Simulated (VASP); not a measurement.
## CaF2 (Fluorite): single point with LDA

Crystal: CaF2 (Fluorite).

```xyz
3
Lattice="0.0000 2.7787 2.7787 2.7787 0.0000 2.7787 2.7787 2.7787 0.0000" Properties=species:S:1:pos:R:3 pbc="T T T"
Ca    0.0000    0.0000    0.0000
F     1.3894    1.3894    1.3894
F     4.1681    4.1681    4.1681
```

```json
{
 "Program": "VASP 6.6.1",
 "Task": "single point",
 "Functional": "LDA",
 "Potentials or basis": "VASP PAW LDA potentials, release 64 (Ca_sv, F)",
 "Cutoff": "600 eV",
 "k mesh": "6 × 6 × 6",
 "Occupations": "gaussian, width 0.01 eV",
 "Spin": "no spin polarisation"
}
```

```json
{
 "Pressure": "-9.5 GPa",
 "Band gap on the k mesh": "6.61 eV, indirect (least direct gap 6.86 eV)"
}
```

Levels at points of the mesh, in eV from the valence-band top:
```
           k point  band 9  band 10  band 11  band 12  band 13  band 14  band 15  band 16
(0.00, 0.00, 0.00)   -2.01    -0.25    -0.25    -0.25     6.61     8.84     8.84    10.79
(0.50, 0.00, 0.00)   -1.27    -1.21    -0.82    -0.82     9.03     9.03     9.31    10.05
(0.50, 0.50, 0.00)   -1.61    -0.35    -0.35     0.00     7.73     9.13     9.74    10.49
```

It took 17 s on 1 thread of Intel Xeon 8259CL (shared host), peak memory 0.16 GiB.

A k mesh can miss the band edges.
